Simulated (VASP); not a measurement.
Li2O, 3 atoms in the cell. The structure is cubic, space group Fm-3m (No. 225). Conventional cell: a = 4.430 Å, b = 4.430 Å, c = 4.430 Å, α = 90.00°, β = 90.00°, γ = 90.00°. Within 2.5 Å of Li (site symmetry -43m) lie 4 O at 1.92 Å and 6 Li at 2.22 Å. O (site symmetry m-3m) has 8 Li at 1.92 Å within 2.5 Å. 

```yaml
Program: VASP 6.6.1
Task: single point
Functional: PBEsol
Potentials_or_basis: VASP PAW PBE potentials, release 64 (Li_sv, O)
Cutoff: 750 eV
k_mesh: 8 × 8 × 8
Occupations: gaussian, width 0.01 eV
Spin: no spin polarisation
Dipole_correction: no
Further_INCAR_settings: ALGO = Normal; EDIFF = 1e-06; NBANDS = 13
```

Potentials or basis: VASP PAW PBE potentials, release 64 (Li_sv, O).

Command:

```sh
$ cat potpaw_PBE.64/Li_sv/POTCAR potpaw_PBE.64/O/POTCAR > POTCAR
$ mpirun -np 1 vasp_std > vasp.out
```

Hardware: 1 thread of AMD EPYC 7R43 64-Core Processor (Zen 3), with other jobs on the host.

Problem. Estimate the wall time of this run.

Solution. Wall time 12 s on 1 thread of AMD EPYC 7R43 64-Core Processor (Zen 3) (shared host), peak memory 0.12 GiB. Counts: scf iterations 12, k points 29.
